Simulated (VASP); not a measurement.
A run of VASP 6.6.1:

INCAR

```
SYSTEM = C
  PREC = Accurate
  ENCUT = 520
  EDIFF = 1E-7
  ISMEAR = -1
  SIGMA = 0.15
  LREAL = .False.
  LASPH = .True.
  NELM = 60
  ALGO = Normal
  ISIF = 2
  LWAVE = .False.
  LCHARG = .False.
  GGA = PS
  NBANDS = 16
```

KPOINTS

```
Automatic mesh
0
Gamma
  11 11 4
  0 0 0
```

File POSCAR:

```
C
1.0
    1.1943877080     -2.0687547887      0.0000000000
    1.1943877080      2.0687547887      0.0000000000
    0.0000000000      0.0000000000      6.9766422495
C
4
Direct
    0.0833800000      0.9166200000      0.7531400000
    0.5833800000      0.4166200000      0.2468600000
    0.9166200000      0.0833800000      0.2468600000
    0.4166200000      0.5833800000      0.7531400000
```

Potentials or basis: VASP PAW PBE potentials, release 64 (C).

Command:

```bash
$ cat potpaw_PBE.64/C/POTCAR > POTCAR
$ mpirun -np 1 vasp_std > vasp.out
```

Hardware: 1 thread of AMD EPYC 7R43 64-Core Processor (Zen 3), with other jobs on the host.

**Question.** Estimate the wall time of this run.

**Answer.** Wall time 47 s on 1 thread of AMD EPYC 7R43 64-Core Processor (Zen 3) (shared host), peak memory 0.13 GiB. Counts: scf iterations 13, k points 108.
